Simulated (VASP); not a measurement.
Write the native input for VASP 6.6.1 that does the following.

- Task: single point
- Functional: LDA
- Potentials or basis: VASP PAW LDA potentials, release 64 (Ti_sv, B)
- Cutoff: 520 eV
- k mesh: 18 × 18 × 14
- Occupations: fermi-dirac, width 0.15 eV
- Spin: no spin polarisation
- Dipole correction: no
- Further INCAR settings: ALGO = Normal; EDIFF = 1e-06; NBANDS = 16

The structure of TiB2 (lda) lies in POSCAR:

```
TiB2
1.0
    2.9943433667      0.0000000029      0.0000000000
   -1.4971716858      2.5931774218      0.0000000000
    0.0000000000      0.0000000000      3.1597676422
Ti B
1 2
Direct
    0.0000000000      0.0000000000      0.0000000000
    0.3333333333      0.6666666667      0.5000000000
    0.6666666667      0.3333333333      0.5000000000
```

These files were run (other wordings do the same):

INCAR

```
  ALGO = Normal
  EDIFF = 1E-6
  ENCUT = 520
  GGA = CA
  ISIF = 2
  ISMEAR = -1
  LASPH = T
  LCHARG = F
  LREAL = F
  LWAVE = F
  NBANDS = 16
  NELM = 100
  PREC = Accurate
  SIGMA = 0.15
```

KPOINTS

```
k-points
0
Gamma
  18 18 14
```

Potentials or basis: VASP PAW LDA potentials, release 64 (Ti_sv, B).

Launch:

```sh
$ cat potpaw_LDA.64/Ti_sv/POTCAR potpaw_LDA.64/B/POTCAR > POTCAR
$ mpirun -np 1 vasp_std > vasp.out
```

Results of the run:

* Pressure: 0.6 GPa
* Band gap on the k mesh: zero (band 9 reaches 10.82 eV, above the bottom of band 10 at 10.17 eV)

It took 37 s on 1 thread of Intel(R) Xeon(R) Platinum 8559C (Emerald Rapids) (shared host), peak memory 0.22 GiB.
